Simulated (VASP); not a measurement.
Input of a VASP 6.6.1 run:

INCAR

```
SYSTEM = SnO2
  PREC = Accurate
  ENCUT = 520
  EDIFF = 1E-6
  ISMEAR = 0
  SIGMA = 0.02
  LREAL = .FALSE.
  LASPH = .TRUE.
  NELM = 80
  ALGO = Normal
  ISIF = 2
  LWAVE = .FALSE.
  LCHARG = .TRUE.
  GGA = PE
  LELF = .TRUE.
  LVHAR = .TRUE.
  NBANDS = 35
```

File KPOINTS:

```
regular mesh
0
G
  6 6 8
  0 0 0
```

The input POSCAR:

```
SnO2
1.0
    4.7080653024      0.0000000000      0.0000000000
    0.0000000000      4.7080653024      0.0000000000
    0.0000000000      0.0000000000      3.2033125471
Sn O
2 4
Direct
    0.5000000000      0.5000000000      0.5000000000
    0.0000000000      0.0000000000      0.0000000000
    0.1943803270      0.8056196730      0.5000000000
    0.8056196730      0.1943803270      0.5000000000
    0.3056196730      0.3056196730      0.0000000000
    0.6943803270      0.6943803270      0.0000000000
```

Potentials or basis: VASP PAW PBE potentials, release 64 (Sn_d, O).

Run with:

```console
$ cat potpaw_PBE.64/Sn_d/POTCAR potpaw_PBE.64/O/POTCAR > POTCAR
$ mpirun -np 1 vasp_std > vasp.out
```

(1) What does it give for the largest force?

(2) Predict the band gap on the k mesh.

## Answers

(1) 0.015 eV/Å.

(2) 1.29 eV.

Caveat: spin-orbit coupling is left out, which moves the levels of the heavy elements.
